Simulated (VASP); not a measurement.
Write the native input for VASP 6.6.1 that does the following.

- Task: single point
- Functional: LDA
- Potentials or basis: VASP PAW LDA potentials, release 64 (K_sv, Br)
- Cutoff: 520 eV
- k mesh: 4 × 4 × 4
- Occupations: gaussian, width 0.01 eV
- Spin: no spin polarisation
- Dipole correction: no
- Further INCAR settings: ALGO = Normal; EDIFF = 1e-06; NBANDS = 15

The structure of KBr lies in POSCAR:

```
KBr
1.0
    0.0000000000      3.3022478341      3.3022478341
    3.3022478341      0.0000000000      3.3022478341
    3.3022478341      3.3022478341      0.0000000000
K Br
1 1
Direct
    0.0000000000      0.0000000000      0.0000000000
    0.5000000000      0.5000000000      0.5000000000
```

One way to write it, as run:

INCAR

```
SYSTEM = KBr
  PREC = Accurate
  ENCUT = 520
  EDIFF = 1E-6
  ISMEAR = 0
  SIGMA = 0.01
  LREAL = .FALSE.
  LASPH = .TRUE.
  NELM = 60
  ALGO = Normal
  ISIF = 2
  LWAVE = .FALSE.
  LCHARG = .FALSE.
  NBANDS = 15
```

KPOINTS

```
regular mesh
0
G
  4 4 4
  0 0 0
```

Potentials or basis: VASP PAW LDA potentials, release 64 (K_sv, Br).

The run is started by

```sh
$ cat potpaw_LDA.64/K_sv/POTCAR potpaw_LDA.64/Br/POTCAR > POTCAR
$ mpirun -np 1 vasp_std > vasp.out
```

It gave:

| Item | Value |
| --- | --- |
| Pressure | -1.6 GPa |
| Band gap on the k mesh | 4.03 eV |

Run time: 17 s on 1 thread of Intel Xeon 8259CL, with other jobs on the host, peak memory 0.17 GiB.
